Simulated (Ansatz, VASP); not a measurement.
**One calculation of In3GaP4, two programs**

File POSCAR:

```
In3GaP4
1.0
   -2.9536645758      2.9536645758      5.8974747911
    2.9536645758     -2.9536645758      5.8974747911
    2.9536645758      2.9536645758     -5.8974747911
Ga P In
1 4 3
Direct
    0.0000000000      0.0000000000      0.0000000000
    0.3558855512      0.3558855512      0.4726534091
    0.1167678579      0.6441144488      0.0000000000
    0.8832321421      0.8832321421      0.5273465909
    0.6441144488      0.1167678579      0.0000000000
    0.7500000000      0.2500000000      0.5000000000
    0.5000000000      0.5000000000      0.0000000000
    0.2500000000      0.7500000000      0.5000000000
```

File INCAR.step1:

```
  PREC = Accurate
  ENCUT = 520
  ISMEAR = 0
  SIGMA = 0.01
  LREAL = False
  LASPH = True
  NELM = 100
  NBANDS = 46
  GGA = PE
  ALGO = Normal
  EDIFF = 1E-4
  LWAVE = True
  LCHARG = False
```

Contents of INCAR.step2:

```
  PREC = Accurate
  ENCUT = 520
  EDIFF = 1E-6
  ISMEAR = 0
  SIGMA = 0.01
  LREAL = False
  LASPH = True
  NELM = 100
  ALGO = Normal
  ISIF = 2
  LWAVE = False
  LCHARG = True
  METAGGA = R2SCAN
  LMIXTAU = True
  LELF = True
  LVHAR = True
  NBANDS = 46
  ISTART = 1
```

Contents of KPOINTS:

```
Automatic mesh
0
Gamma
  6 6 6
```

Input for Ansatz:

```yaml
crystal:
  lattice:
    - [-2.9536645758, 2.9536645758, 5.8974747911]
    - [2.9536645758, -2.9536645758, 5.8974747911]
    - [2.9536645758, 2.9536645758, -5.8974747911]
  atoms:
    - { symbol: Ga, position: [0.0, 0.0, 0.0] }
    - { symbol: P, position: [0.3558855512, 0.3558855512, 0.4726534091] }
    - { symbol: In, position: [0.75, 0.25, 0.5] }
    - { symbol: P, position: [0.1167678579, 0.6441144488, 0.0] }
    - { symbol: In, position: [0.5, 0.5, 0.0] }
    - { symbol: P, position: [0.8832321421, 0.8832321421, 0.5273465909] }
    - { symbol: In, position: [0.25, 0.75, 0.5] }
    - { symbol: P, position: [0.6441144488, 0.1167678579, 0.0] }
kpoints:
  mp_grid: { grid: [6, 6, 6] }
hamiltonian:
  xc: r2scan
scf:
  occupations: { method: fixed }
  n_extra_bands: 6
output:
  forces: true
  stress: true
  eigenvalues: true
```

Alike in both runs: task single point; functional r2SCAN; k mesh 6 × 6 × 6; no spin polarisation.

|  | VASP | Ansatz |
| --- | --- | --- |
| version | VASP 6.6.1 | Ansatz 0.2.0 |
| potentials or method | VASP PAW PBE potentials, release 64 (Ga_d, P, In_d) | plane waves, PAW |
| plane-wave cutoff (eV) | 520 | 500 |
| occupations | gaussian, width 0.01 eV | fixed |
| valence electrons in the cell | 72 | 72 |

|  | VASP | Ansatz | Ansatz less VASP |
| --- | --- | --- | --- |
| gap on the k mesh at the Fermi level (eV) | 0.88 | 0.88 | +0.002 |
| pressure (GPa) | -3.8 | -3.7 | +0.09 |
| rms of the force components (eV/Å) | 0.014 | 0.013 | -0.0017 |

VASP's potentials were made for PBE, not for r2SCAN.
